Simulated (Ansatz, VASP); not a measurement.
**Bi in VASP and in Ansatz**

```
Bi
1.0
     3.55798    0.00000    0.00000
    -1.77899    3.08130    0.00000
     0.00000    0.00000    5.81019
Bi
2
Direct
  0.33333 0.66667 0.25000
  0.66667 0.33333 0.75000
```

Alike in both runs: task relaxation of cell and atoms; functional RPBE; k mesh 10 × 10 × 6; occupations fermi-dirac, width 0.1 eV; no spin polarisation.

```csv
,VASP,Ansatz
version,VASP 6.6.1,Ansatz 0.2.0
potentials or method,"VASP PAW PBE potentials, release 64 (Bi_d), cutoff 600 eV","plane waves (420 eV) with PAW, scalar-relativistic"
valence electrons in the cell,30,30
```

|  | VASP | Ansatz | Ansatz less VASP |
| --- | --- | --- | --- |
| relaxed volume (Å³/atom) | 32.51 | 32.52 | +0.011 |
| relaxed length of the cell vector where the two differ most in proportion (Å) | 5.887 | 5.881 | -0.0059 |

VASP's potentials were made for PBE, not for RPBE.

Neither program's run includes spin-orbit coupling.
